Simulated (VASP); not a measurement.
**Ru: single point with BLYP**

Ru:

```
CELL_PARAMETERS angstrom
2.62035 0.00000 0.00000
0.00000 2.62035 0.00000
0.00000 0.00000 2.62035
ATOMIC_POSITIONS crystal
Ru 0.00000 0.00000 0.00000
```

This cell differs from its parent crystal: volume scaled by 1.08.

```
Program             : VASP 6.6.1
Task                : single point
Functional          : BLYP
Potentials or basis : VASP PAW PBE potentials, release 64 (Ru_pv)
Cutoff              : 520 eV
k mesh              : 14 × 14 × 14
Occupations         : fermi-dirac, width 0.1 eV
Spin                : no spin polarisation
```

```yaml
Pressure: -11.6 GPa
Band_gap_on_the_k_mesh: zero (band 7 reaches 12.08 eV, above the bottom of band 8 at 8.41 eV)
```

Levels at points of the mesh, in eV from the Fermi level:
```csv
k point,band 3,band 4,band 5,band 6,band 7,band 8,band 9,band 10,band 11,band 12
"(0.00, 0.00, 0.00)",-42.16,-6.19,-4.43,-4.43,1.31,1.31,1.31,10.75,15.79,15.79
"(0.50, 0.00, 0.00)",-42.09,-3.83,-3.82,-0.79,-0.79,0.31,1.51,6.27,10.75,16.46
"(0.50, 0.50, 0.00)",-42.03,-4.89,-3.06,-0.39,-0.39,2.88,5.45,5.45,10.74,12.90
"(0.50, 0.50, 0.50)",-42.69,-3.82,-3.82,-3.82,3.02,3.02,9.97,10.75,11.35,11.35
```

Run time: 16 s on 1 thread of Intel Xeon 6975P-C, on a shared host, peak memory 0.14 GiB.

Caveat: the PAW data sets were made with another functional, which shifts forces and pressure a little.
